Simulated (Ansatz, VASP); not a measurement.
ZnCd3Se2S2 in VASP and in Ansatz

INCAR

```
SYSTEM = ZnCd3Se2S2
  PREC = Accurate
  ENCUT = 600
  EDIFF = 1E-7
  ISMEAR = 0
  SIGMA = 0.15
  LREAL = .False.
  LASPH = .True.
  NELM = 100
  ALGO = Normal
  ISIF = 3
  LWAVE = .False.
  LCHARG = .False.
  GGA = PE
  IBRION = 2
  NSW = 36
  EDIFFG = -0.08
```

KPOINTS

```
regular mesh
0
Gamma
  3 3 2
  0 0 0
```

File POSCAR:

```
ZnCd3Se2S2
1.0
    4.7145155600      0.0000000000      0.0000000000
   -2.3572577800      4.0828902500      0.0000000000
    0.0000000000      0.0000000000      9.4376288500
Zn Cd Se S
1 3 2 2
Direct
    0.0000000000      0.0000000000      0.5000000000
    0.5000000000      0.0000000000      0.0000000000
    0.0000000000      0.5000000000      0.0000000000
    0.5000000000      0.5000000000      0.0000000000
    0.0000000000      0.0000000000      0.8255408600
    0.0000000000      0.0000000000      0.1744591400
    0.3333333300      0.6666666700      0.5000000000
    0.6666666700      0.3333333300      0.5000000000
```

Input for Ansatz:

```yaml
crystal:
  lattice:
    - [4.71451556, 0.0, 0.0]
    - [-2.35725778, 4.08289025, 0.0]
    - [0.0, 0.0, 9.43762885]
  atoms:
    - { symbol: Zn, position: [0.0, 0.0, 0.5] }
    - { symbol: Cd, position: [0.5, 0.0, 0.0] }
    - { symbol: Cd, position: [0.0, 0.5, 0.0] }
    - { symbol: Cd, position: [0.5, 0.5, 0.0] }
    - { symbol: Se, position: [0.0, 0.0, 0.82554086] }
    - { symbol: Se, position: [0.0, 0.0, 0.17445914] }
    - { symbol: S, position: [0.33333333, 0.66666667, 0.5] }
    - { symbol: S, position: [0.66666667, 0.33333333, 0.5] }
basis:
  ecutwfc: 420
kpoints:
  mp_grid: { grid: [3, 3, 2] }
hamiltonian:
  xc: pbe
scf:
  occupations: { method: gaussian, width: 0.15 }
  lower_state_search: "off"
output:
  forces: true
  stress: true
  eigenvalues: true
relax:
  adjacent_minimum: "off"
  f_tol: 0.08
  max_steps: 16
  cell: { stress_tol: 0.8 }
```

Alike in both runs: task relaxation of cell and atoms; functional PBE; k mesh 3 × 3 × 2; occupations gaussian, width 0.15 eV; no spin polarisation.

```csv
,VASP,Ansatz
version,VASP 6.6.1,Ansatz 0.2.0
potentials or method,"VASP PAW PBE potentials, release 64 (Zn, Cd, Se, S), cutoff 600 eV","scalar-relativistic, plane waves, PAW"
valence electrons in the cell,72,116
```

```tsv
	VASP	Ansatz	Ansatz less VASP
gap on the k mesh at the Fermi level, each at its own relaxed structure (eV)	none	none	-
relaxed volume (Å³/atom)	25.10	24.90	-0.199
relaxed cell length with the largest relative difference (Å)	5.336	5.314	-0.0222
```

A gap of «none» marks a metal or a gap that the smearing closes. VASP's potentials hold 72 valence electrons a cell and Ansatz's 116, so a difference there can come from the potentials and not from the codes.

The k mesh is coarse, so the values compare programs but aren't converged.
